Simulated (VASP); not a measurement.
# CO2 (I-42d) in VASP: notebook

Runs on CO2. Level: PBEsol. Tasks: single point.

Everything below comes from runs of VASP 6.6.1. Logs are shortened: lines on timing, memory, paths and dates and some standing lists are left out, and cuts for length are marked.

### 1 The cell of the first run

It takes space group I-42d (No. 122, tetragonal). Conventional cell: a = 3.256 Å, b = 3.256 Å, c = 6.022 Å, α = 90.00°, β = 90.00°, γ = 90.00°. C (site symmetry -4) has 4 O at 1.33 Å within 1.8 Å. O (site symmetry 2) has 2 C at 1.33 Å within 1.8 Å.

### 2 Single point, PBEsol

INCAR

```
  ALGO = Normal
  EDIFF = 1E-6
  ENCUT = 910
  GGA = PS
  GGA_COMPAT = F
  ISIF = 2
  ISMEAR = 0
  LASPH = T
  LCHARG = T
  LELF = T
  LREAL = F
  LVHAR = T
  LWAVE = F
  NBANDS = 25
  NELM = 120
  PREC = Accurate
  SIGMA = 0.01
```

KPOINTS

```
k-points
0
Gamma
  8 8 8
```

POSCAR

```
CO2
1.0
   -1.6281559079      1.6281559079      3.0111474675
    1.6281559079     -1.6281559079      3.0111474675
    1.6281559079      1.6281559079     -3.0111474675
C O
2 4
Direct
    0.0000000000      0.0000000000      0.0000000000
    0.7500000000      0.2500000000      0.5000000000
    0.3750000000      0.3528161736      0.4778161736
    0.6471838264      0.1250000000      1.0221838264
    0.8750000000      0.8971838264      0.5221838264
    0.1028161736      0.6250000000     -0.0221838264
```

Potentials or basis: VASP PAW PBE potentials, release 64 (C_h, O_h).

Run with:

```bash
> cat potpaw_PBE.64/C_h/POTCAR potpaw_PBE.64/O_h/POTCAR > POTCAR
> mpirun -np 1 vasp_std > vasp.out
```

OUTCAR:

```text
EDIFF = 1E-6
   ENCUT = 910
   GGA = PS
   ISIF = 2
   ISMEAR = 0
   LASPH = T
   LREAL = F
   NELM = 120
   PREC = Accurate

 ion  position               nearest neighbor table
   1  0.000  0.000  0.000-   3 1.33   4 1.33   5 1.33   6 1.33
   2  0.750  0.250  0.500-   3 1.33   4 1.33   5 1.33   6 1.33
   3  0.375  0.353  0.478-   1 1.33   2 1.33
   4  0.647  0.125  0.022-   1 1.33   2 1.33
   5  0.875  0.897  0.522-   1 1.33   2 1.33
   6  0.103  0.625  0.978-   1 1.33   2 1.33

  LATTYP: Found a body centered tetragonal cell.
 ALAT       =     3.2563118158
 C/A-ratio  =     1.8494220688

  Lattice vectors:

 A1 = (  -1.6281559079,   1.6281559079,   3.0111474675)
 A2 = (   1.6281559079,  -1.6281559079,   3.0111474675)
 A3 = (   1.6281559079,   1.6281559079,  -3.0111474675)

Analysis of symmetry for initial positions (statically):
=====================================================================
 Subroutine PRICEL returns:
 Original cell was already a primitive cell.

 Routine SETGRP: Setting up the symmetry group for a
 body centered tetragonal supercell.

 Subroutine GETGRP returns: Found  8 space group operations
 (whereof  4 operations were pure point group operations)
 out of a pool of 16 trial point group operations.

The static configuration has the point symmetry S_4 .
 The point group associated with its full space group is D_2d.

Analysis of symmetry for dynamics (positions and initial velocities):
=====================================================================
 Subroutine PRICEL returns:
 Original cell was already a primitive cell.

 Routine SETGRP: Setting up the symmetry group for a
 body centered tetragonal supercell.

 Subroutine GETGRP returns: Found  8 space group operations
 (whereof  4 operations were pure point group operations)
 out of a pool of 16 trial point group operations.

The dynamic configuration has the point symmetry S_4 .
 The point group associated with its full space group is D_2d.

 Subroutine INISYM returns: Found  8 space group operations
 (whereof  4 operations are pure point group operations),
 and found     1 'primitive' translations

----------------------------------------------------------------------------------------

                                     Primitive cell

  volume of cell :      31.9289

[... 98 lines left out ...]
   EDIFFG = 0.1E-04   stopping-criterion for IOM
   NSW    =      0    number of steps for IOM
   IBRION =     -1    ionic relax: 0-MD 1-quasi-New 2-CG
   NFREE  =      0    steps in history (QN), initial steepest desc. (CG)
   ISIF   =      2    stress and relaxation
   ISYM   =      2    0-nonsym 1-usesym 2-fastsym
   POTIM  = 0.5000    time-step for ionic-motion
   TEBEG  =    0.0;   TEEND  =   0.0 temperature during run
   PSTRESS=    0.0 pullay stress
   NELECT =      32.0000    total number of electrons
   NUPDOWN=      -1.0000    fix difference up-down
   EMIN   =  10.00;   EMAX   =-10.00  energy-range for DOS
   EFERMI =   0.00;   METHOD = LEGACY
   ISMEAR =     0;   SIGMA  =   0.01  broadening in eV -4-tet -1-fermi 0-gaus
   EFERMI_NEDOS =   21; number of points for ismear=-14 and -15
   IALGO  =     38    algorithm
   IMIX   =      4    mixing-type and parameters
     AMIX     =   0.40;   BMIX     =  1.00
     AMIX_MAG =   1.60;   BMIX_MAG =  1.00
  volume/ion in A,a.u.               =       5.32        35.91
  Fermi-wavevector in a.u.,A,eV,Ry     =   1.638313  3.095962 36.518974  2.684069
  Thomas-Fermi vector in A             =   2.729306
   LORBIT       =      0    0 simple, 1 ext, 2 COOP (PROOUT), +10 PAW based schemes
   GGA     = PS    functional components
   LHFCALC =     F    Hartree Fock is set to
   AEXX    =    0.0000 exact exchange contribution
   IVDW    =     0    specifies the selected vdW correction
   LEPSILON=     F    determine dielectric tensor
   LRPA    =     F    only Hartree local field effects (RPA)
 non-spin polarized calculation
 Gauss-broadening in eV      SIGMA  =   0.01
  energy-cutoff  :      910.00
  volume of cell :       31.93
 maximum number of plane-waves:      2012
 NGX is ok and might be reduce to    40
   NGX = 19   NGY = 19   NGZ = 19

 number of electron      31.9999999 magnetization

 Free energy of the ion-electron system (eV)
  ---------------------------------------------------
  ext. energy  EPLUGINS =         0.00000000
  ---------------------------------------------------
  free energy    TOTEN  =       -43.18625656 eV

  energy without entropy =      -43.18625656  energy(sigma->0) =      -43.18625656

 E-fermi :   8.9387     XC(G=0): -13.9334

 val. band max:        8.8746397951   @ k =  -0.2500   0.3750   0.2500
 cond. band min:      16.0122882631   @ k =   0.0000   0.0000   0.0000
 fundamental gap:      7.1376484680
 Fermi energy:         8.9386720917

 k-point     1 :       0.0000    0.0000    0.0000
  band No.  band energies     occupation
      1     -18.4473      2.00000
      2     -11.1817      2.00000
      3     -11.0403      2.00000
      4     -11.0403      2.00000
      5      -6.4443      2.00000
      6      -2.0256      2.00000
[... 661 lines left out ...]
     24      24.3957      0.00000
     25      29.2427      0.00000

 [... further k-points ...]

------------------------ aborting loop because EDIFF is reached ----------------------------------------

  FORCE on cell =-STRESS in cart. coord.  units (eV):
  Direction    XX          YY          ZZ          XY          YZ          ZX
  --------------------------------------------------------------------------------------
  -------------------------------------------------------------------------------------
  Total       19.9059549     19.9059549     19.9318508      0.0000000     -0.0000000      0.0000000
  in kB      998.8714553    998.8714553   1000.1709016      0.0000000     -0.0000000      0.0000000
  external PRESSURE =     999.3046041 kB  Pullay stress =       0.0000000 kB

 VOLUME and BASIS-vectors are now :
 -----------------------------------------------------------------------------
  energy-cutoff  :      910.00
  volume of cell :       31.93
      direct lattice vectors                 reciprocal lattice vectors
    -1.628155908  1.628155908  3.011147467     0.000000000  0.307095898  0.166049656
     1.628155908 -1.628155908  3.011147467     0.307095898  0.000000000  0.166049656
     1.628155908  1.628155908 -3.011147467     0.307095898  0.307095898  0.000000000

 POSITION                                       TOTAL-FORCE (eV/Angst)
 -----------------------------------------------------------------------------------
      0.00000      0.00000      0.00000        -0.000000      0.000000      0.000000
      0.00000      1.62816      1.50557        -0.000000      0.000000     -0.000000
      0.74184      0.81408      0.75279         0.056767      0.000000     -0.000000
     -0.81408      0.88632      2.25836        -0.000000     -0.056767     -0.000000
      0.88632      0.81408      3.76393        -0.056767      0.000000     -0.000000
      2.44223      0.74184     -0.75279        -0.000000      0.056767     -0.000000
 -----------------------------------------------------------------------------------
    total drift:                                0.000000      0.000000      0.000000

  FREE ENERGIE OF THE ION-ELECTRON SYSTEM (eV)
  ---------------------------------------------------
  free  energy   TOTEN  =       -43.1862565610 eV

  energy  without entropy=      -43.1862565610  energy(sigma->0) =      -43.18625656
```

stdout:

```text
POSCAR found type information on POSCAR C O
 POSCAR found :  2 types and       6 ions
 scaLAPACK will be used
 -----------------------------------------------------------------------------
|                                                                             |
|                                                                             |
|     You enforced a specific xc type in the INCAR file but a different       |
|     I HOPE YOU KNOW WHAT YOU ARE DOING!                                     |
|                                                                             |
 -----------------------------------------------------------------------------

 LDA part: xc-table for (Slater+PW92), standard interpolation
 POSCAR, INCAR and KPOINTS ok, starting setup
 FFT: planning ... GRIDC
 FFT: planning ... GRID_SOFT
 FFT: planning ... GRID
 WAVECAR not read
 entering main loop
```

Wall time 1.7 min (1 thread of Intel Xeon 6975P-C (Granite Rapids), shared host); peak memory 0.26 GiB.

What came out:

```
Free energy            : -43.1863 eV
Pressure               : 99.9 GPa
Largest force          : 0.057 eV/Å
Band gap on the k mesh : 7.14 eV (least direct gap 7.27 eV)
```

Forces in eV/Å, atoms in the order of the input:
```
C    0.000  0.000  0.000
C    0.000  0.000  0.000
O    0.057  0.000  0.000
O    0.000 -0.057  0.000
O   -0.057  0.000  0.000
O    0.000  0.057  0.000
```

Levels at points of the mesh, in eV from the valence-band top:
```tsv
k point	band 14	band 15	band 16	band 17	band 18	band 19
(0.00, 0.00, 0.00)	-0.15	-0.15	-0.13	7.14	10.76	10.76
(0.50, 0.00, 0.00)	-1.77	-0.70	-0.61	9.33	10.95	11.80
(0.50, 0.50, 0.00)	-0.97	-0.22	-0.22	10.76	10.76	11.89
(0.50, 0.50, 0.50)	-2.96	-0.58	-0.58	7.82	7.82	10.93
```

Caveat: the cutoff is under 1.25 times the usual one of these potentials, so pressure, stress and relaxed cells hold a basis-set (Pulay) error; the cell stands under pressure; the PAW data sets were made with another functional, which shifts forces and pressure a little. A k mesh can miss the band edges.

### 3 Single point, PBEsol

This run uses another cell than the first one, of 5.86 Å³/atom.

INCAR

```
SYSTEM = CO2
PREC = Accurate
ENCUT = 910
EDIFF = 1E-6
ISMEAR = 0
SIGMA = 0.01
LREAL = .FALSE.
LASPH = .TRUE.
NELM = 120
ALGO = Normal
ISIF = 2
LWAVE = .FALSE.
LCHARG = .TRUE.
GGA = PS
LELF = .TRUE.
LVHAR = .TRUE.
NBANDS = 25
GGA_COMPAT = .FALSE.
```

KPOINTS

```
Automatic mesh
0
G
  8 8 8
  0 0 0
```

POSCAR

```
CO2
1.0
   -1.7171173567      1.7171173567      2.9794418966
    1.7171173567     -1.7171173567      2.9794418966
    1.7171173567      1.7171173567     -2.9794418966
C O
2 4
Direct
    0.0000000000      0.0000000000      0.0000000000
    0.7500000000      0.2500000000      0.5000000000
    0.3750000000      0.3374172389      0.4624172389
    0.6625827611      0.1250000000      1.0375827611
    0.8750000000      0.9125827611      0.5375827611
    0.0874172389      0.6250000000     -0.0375827611
```

Potentials or basis: VASP PAW PBE potentials, release 64 (C_h, O_h).

Run with:

```bash
> cat potpaw_PBE.64/C_h/POTCAR potpaw_PBE.64/O_h/POTCAR > POTCAR
> mpirun -np 1 vasp_std > vasp.out
```

OUTCAR:

```text
SYSTEM = CO2
   PREC = Accurate
   ENCUT = 910
   EDIFF = 1E-6
   ISMEAR = 0
   LREAL = .FALSE.
   LASPH = .TRUE.
   NELM = 120
   ISIF = 2
   GGA = PS

 ion  position               nearest neighbor table
   1  0.000  0.000  0.000-   3 1.35   4 1.35   5 1.35   6 1.35
   2  0.750  0.250  0.500-   3 1.35   4 1.35   5 1.35   6 1.35
   3  0.375  0.337  0.462-   1 1.35   2 1.35
   4  0.663  0.125  0.038-   1 1.35   2 1.35
   5  0.875  0.913  0.538-   1 1.35   2 1.35
   6  0.087  0.625  0.962-   1 1.35   2 1.35

[... 881 lines left out ...]
  -------------------------------------------------------------------------------------
  Total       13.1340609     13.1340609     13.1235065      0.0000000      0.0000000      0.0000000
  in kB      598.8454322    598.8454322    598.3642063      0.0000000      0.0000000      0.0000000
  external PRESSURE =     598.6850236 kB  Pullay stress =       0.0000000 kB

 VOLUME and BASIS-vectors are now :
 -----------------------------------------------------------------------------
  energy-cutoff  :      910.00
  volume of cell :       35.14
      direct lattice vectors                 reciprocal lattice vectors
    -1.717117357  1.717117357  2.979441897     0.000000000  0.291185689  0.167816664
     1.717117357 -1.717117357  2.979441897     0.291185689  0.000000000  0.167816664
     1.717117357  1.717117357 -2.979441897     0.291185689  0.291185689  0.000000000

 POSITION                                       TOTAL-FORCE (eV/Angst)
 -----------------------------------------------------------------------------------
      0.00000      0.00000      0.00000         0.000000      0.000000      0.000000
      0.00000      1.71712      1.48972         0.000000      0.000000      0.000000
      0.72949      0.85856      0.74486         0.050190      0.000000      0.000000
     -0.85856      0.98763      2.23458         0.000000     -0.050190     -0.000000
      0.98763      0.85856      3.72430        -0.050190      0.000000     -0.000000
      2.57568      0.72949     -0.74486         0.000000      0.050190      0.000000
 -----------------------------------------------------------------------------------
    total drift:                                0.000000      0.000000      0.000001

  FREE ENERGIE OF THE ION-ELECTRON SYSTEM (eV)
  ---------------------------------------------------
  free  energy   TOTEN  =       -44.7693772793 eV

  energy  without entropy=      -44.7693772793  energy(sigma->0) =      -44.76937728
```

stdout:

```text
POSCAR found type information on POSCAR C O
 POSCAR found :  2 types and       6 ions
 scaLAPACK will be used
 -----------------------------------------------------------------------------
|                                                                             |
|                                                                             |
|     You enforced a specific xc type in the INCAR file but a different       |
|     I HOPE YOU KNOW WHAT YOU ARE DOING!                                     |
|                                                                             |
 -----------------------------------------------------------------------------

 LDA part: xc-table for (Slater+PW92), standard interpolation
 POSCAR, INCAR and KPOINTS ok, starting setup
 FFT: planning ... GRIDC
 FFT: planning ... GRID_SOFT
 FFT: planning ... GRID
 WAVECAR not read
 entering main loop
```

Wall time 84 s (1 thread of Intel Xeon Platinum 8488C (Sapphire Rapids), shared host); peak memory 0.27 GiB.

What came out:

```
Free energy            : -44.7694 eV
Pressure               : 59.9 GPa
Largest force          : 0.050 eV/Å
Band gap on the k mesh : 7.23 eV (least direct gap 7.42 eV)
```

Forces on the atoms (eV/Å):
```
C    0.000  0.000  0.000
C    0.000  0.000  0.000
O    0.050  0.000  0.000
O    0.000 -0.050  0.000
O   -0.050  0.000  0.000
O    0.000  0.050  0.000
```

Caveat: the cutoff is under 1.25 times the usual one of these potentials, so pressure, stress and relaxed cells hold a basis-set (Pulay) error; the cell stands under pressure; the PAW data sets were made with another functional, which shifts forces and pressure a little.
